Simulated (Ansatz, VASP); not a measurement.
# K in VASP and in Ansatz

INCAR

```
PREC = Accurate ; ENCUT = 520
EDIFF = 1E-6 ; ISMEAR = -1
SIGMA = 0.05 ; LREAL = F
LASPH = T ; NELM = 80
ALGO = Normal ; ISIF = 2
LWAVE = F ; LCHARG = F
GGA = PE ; NBANDS = 16
```

The input KPOINTS:

```
regular mesh
0
Gamma
  7 7 4
```

File POSCAR:

```
K
1.0
    4.7939359861      0.0000000000      0.0000000000
   -2.3969679930      4.1516703480      0.0000000000
    0.0000000000      0.0000000000      7.8818269459
K
2
Direct
    0.6666666667      0.3333333333      0.7500000000
    0.3333333333      0.6666666667      0.2500000000
```

input.yaml

```yaml
crystal:
  lattice:
    - [4.7939359861, 0.0, 0.0]
    - [-2.396967993, 4.151670348, 0.0]
    - [0.0, 0.0, 7.8818269459]
  atoms:
    - { symbol: K, position: [0.6666666667, 0.3333333333, 0.75] }
    - { symbol: K, position: [0.3333333333, 0.6666666667, 0.25] }
hamiltonian:
  xc: pbe
  pseudopotentials: { kind: paw }
kpoints:
  mp_grid: { grid: [7, 7, 4] }
scf:
  occupations: { method: fermi_dirac, width: 0.05 }
output:
  forces: true
  stress: true
  eigenvalues: true
```

Alike in both runs: task single point; functional PBE; k mesh 7 × 7 × 4; occupations fermi-dirac, width 0.05 eV; no spin polarisation.

|  | VASP | Ansatz |
| --- | --- | --- |
| version | VASP 6.6.1 | Ansatz 0.2.0 |
| potentials or method | VASP PAW PBE potentials, release 64 (K_sv) | Ansatz PAW |
| plane-wave cutoff (eV) | 520 | 420 |
| valence electrons in the cell | 18 | 18 |

|  | VASP | Ansatz | Ansatz less VASP |
| --- | --- | --- | --- |
| gap on the k mesh at the Fermi level (eV) | none | none | - |
| pressure (GPa) | -0.2 | -0.2 | +0.01 |

A gap of «none» marks a metal or a gap that the smearing closes. With one functional, cell and mesh, what is left measures potentials, basis and numerics.
